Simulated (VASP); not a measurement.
# HfN (Fm-3m) in VASP: notebook, part 2 of 2

VASP 6.6.1. Earlier steps stand in the parts before.

## Step 4: Single point, PBE

INCAR

```
PREC = Accurate ; ENCUT = 600
EDIFF = 1E-6 ; ISMEAR = 0
SIGMA = 0.023 ; LREAL = F
LASPH = T ; NELM = 120
ALGO = Normal ; ISIF = 2
LWAVE = F ; LCHARG = F
GGA = PE ; NBANDS = 14
GGA_COMPAT = F
```

KPOINTS

```
regular mesh
0
Gamma
  10 10 10
```

POSCAR

```
HfN
1.0
    0.0000000000      2.2560000000      2.2560000000
    2.2560000000      0.0000000000      2.2560000000
    2.2560000000      2.2560000000      0.0000000000
Hf N
1 1
Direct
    0.0000000000      0.0000000000      0.0000000000
    0.5000000000      0.5000000000      0.5000000000
```

Launch:

```console
cat potpaw_PBE.64/Hf_pv/POTCAR potpaw_PBE.64/N/POTCAR > POTCAR
mpirun -np 1 vasp_std > vasp.out
```

Run time: 10 s. Hardware: 1 thread of Intel Xeon 6975P-C (Granite Rapids), shared host; peak memory 0.17 GiB.

Results (log left out):

* Free energy: -21.7473 eV
* Pressure: 4.1 GPa
* Band gap on the k mesh: zero (an odd number of electrons rules out a gap without spin polarisation)

Levels at points of the mesh, in eV from the Fermi level:
```
           k point  band 6  band 7  band 8  band 9  band 10  band 11
(0.00, 0.00, 0.00)   -3.07   -3.07   -0.38   -0.38    -0.38     1.80
(0.50, 0.00, 0.00)   -6.24   -6.24    3.26    3.69     3.69     4.41
(0.50, 0.50, 0.00)   -3.86   -3.74   -3.74    4.09     5.53     5.53
```

Caveat: the cell stands under pressure; spin-orbit coupling is left out, which moves the levels of the heavy elements.

## Step 5: Single point, PBE

INCAR

```
SYSTEM = HfN
  PREC = Accurate
  ENCUT = 600
  EDIFF = 1E-6
  ISMEAR = 0
  SIGMA = 0.024
  LREAL = .False.
  LASPH = .True.
  NELM = 120
  ALGO = Normal
  ISIF = 2
  LWAVE = .False.
  LCHARG = .True.
  GGA = PE
  LELF = .True.
  LVHAR = .True.
  NBANDS = 14
  GGA_COMPAT = .False.
```

KPOINTS

```
regular mesh
0
Gamma
  10 10 10
  0 0 0
```

POSCAR is that of step 4.

Potentials or basis: VASP PAW PBE potentials, release 64 (Hf_pv, N).

Launch:

```console
cat potpaw_PBE.64/Hf_pv/POTCAR potpaw_PBE.64/N/POTCAR > POTCAR
mpirun -np 1 vasp_std > vasp.out
```

OUTCAR:

```text
SYSTEM = HfN
   PREC = Accurate
   ENCUT = 600
   EDIFF = 1E-6
   ISMEAR = 0
   LREAL = .False.
   LASPH = .True.
   NELM = 120
   ISIF = 2
   GGA = PE

 ion  position               nearest neighbor table
   1  0.000  0.000  0.000-   2 2.26   2 2.26   2 2.26   2 2.26   2 2.26   2 2.26
   2  0.500  0.500  0.500-   1 2.26   1 2.26   1 2.26   1 2.26   1 2.26   1 2.26

  LATTYP: Found a face centered cubic cell.
 ALAT       =     4.5120000000

  Lattice vectors:

 A1 = (   0.0000000000,   2.2560000000,   2.2560000000)
 A2 = (   2.2560000000,   0.0000000000,   2.2560000000)
 A3 = (   2.2560000000,   2.2560000000,   0.0000000000)

Analysis of symmetry for initial positions (statically):
=====================================================================
 Subroutine PRICEL returns:
 Original cell was already a primitive cell.

 Routine SETGRP: Setting up the symmetry group for a
 face centered cubic supercell.

 Subroutine GETGRP returns: Found 48 space group operations
 (whereof 48 operations were pure point group operations)
 out of a pool of 48 trial point group operations.

The static configuration has the point symmetry O_h .

Analysis of symmetry for dynamics (positions and initial velocities):
[... 166 lines left out ...]

 k-point     1 :       0.0000    0.0000    0.0000
  band No.  band energies     occupation
      1     -22.7096      2.00000
      2     -22.7096      2.00000
      3     -22.7096      2.00000
      4      -9.1194      2.00000
      5       5.3807      2.00000
      6       5.3807      2.00000
      7       5.3807      2.00000
      8       8.0745      2.00000
      9       8.0745      2.00000
     10       8.0745      2.00000
     11      10.2531      0.00000
     12      10.4022      0.00000
     13      10.4022      0.00000
     14      17.9965      0.00000
[... 377 lines left out ...]
      1     -23.3922      2.00000
      2     -22.9768      2.00000
      3     -22.9474      2.00000
      4      -7.7193      2.00000
      5       1.8027      2.00000
      6       3.7943      2.00000
      7       4.2781      2.00000
      8       5.9383      2.00000
      9      12.5285      0.00000
     10      13.0212      0.00000
     11      13.1934      0.00000
     12      13.2679      0.00000
     13      17.6127      0.00000
     14      19.8103      0.00000

 [... further k-points ...]
[... 5 lines left out ...]
  --------------------------------------------------------------------------------------
  -------------------------------------------------------------------------------------
  Total        0.5859831      0.5859831      0.5859831     -0.0000000      0.0000000     -0.0000000
  in kB       40.8835337     40.8835337     40.8835337     -0.0000000      0.0000000     -0.0000000
  external PRESSURE =      40.8835337 kB  Pullay stress =       0.0000000 kB

 VOLUME and BASIS-vectors are now :
 -----------------------------------------------------------------------------
  energy-cutoff  :      600.00
  volume of cell :       22.96
      direct lattice vectors                 reciprocal lattice vectors
     0.000000000  2.256000000  2.256000000    -0.221631206  0.221631206  0.221631206
     2.256000000  0.000000000  2.256000000     0.221631206 -0.221631206  0.221631206
     2.256000000  2.256000000  0.000000000     0.221631206  0.221631206 -0.221631206

 POSITION                                       TOTAL-FORCE (eV/Angst)
 -----------------------------------------------------------------------------------
      0.00000      0.00000      0.00000        -0.000000      0.000000     -0.000000
      2.25600      2.25600      2.25600         0.000000     -0.000000      0.000000
 -----------------------------------------------------------------------------------
    total drift:                                0.000000      0.000000      0.000000

  FREE ENERGIE OF THE ION-ELECTRON SYSTEM (eV)
  ---------------------------------------------------
  free  energy   TOTEN  =       -21.7472735460 eV

  energy  without entropy=      -21.7471418137  energy(sigma->0) =      -21.74720768
```

Wall time 10 s (1 thread of Intel Xeon 6975P-C (Granite Rapids), shared host); peak memory 0.17 GiB.

What came out:

```yaml
Free_energy: -21.7473 eV
Pressure: 4.1 GPa
Band_gap_on_the_k_mesh: zero (an odd number of electrons rules out a gap without spin polarisation)
```

Caveat: the cell stands under pressure; spin-orbit coupling is left out, which moves the levels of the heavy elements.

## Step 6: Summary

| k mesh | smearing | gap on the mesh (eV) | pressure (GPa) |
| --- | --- | --- | --- |
| 5 × 5 × 5 | fermi-dirac 0.02 eV | none | 3.9 |
| 10 × 10 × 10 | gaussian 0.03 eV | none | 4.1 |
| 10 × 10 × 10 | gaussian 0.023 eV | none | 4.1 |
| 10 × 10 × 10 | gaussian 0.024 eV | none | 4.1 |

Alike in all rows: task single point; level PBE; potentials or basis VASP PAW PBE potentials, release 64 (Hf_pv, N); no spin polarisation; cell as given; cutoff (eV) 600.

Caveats: some runs use coarse meshes; spin-orbit coupling is left out, which moves the levels of the heavy elements; the cell stands under pressure (at least some runs).

Absolute energies hang on the potentials; compare differences alone.
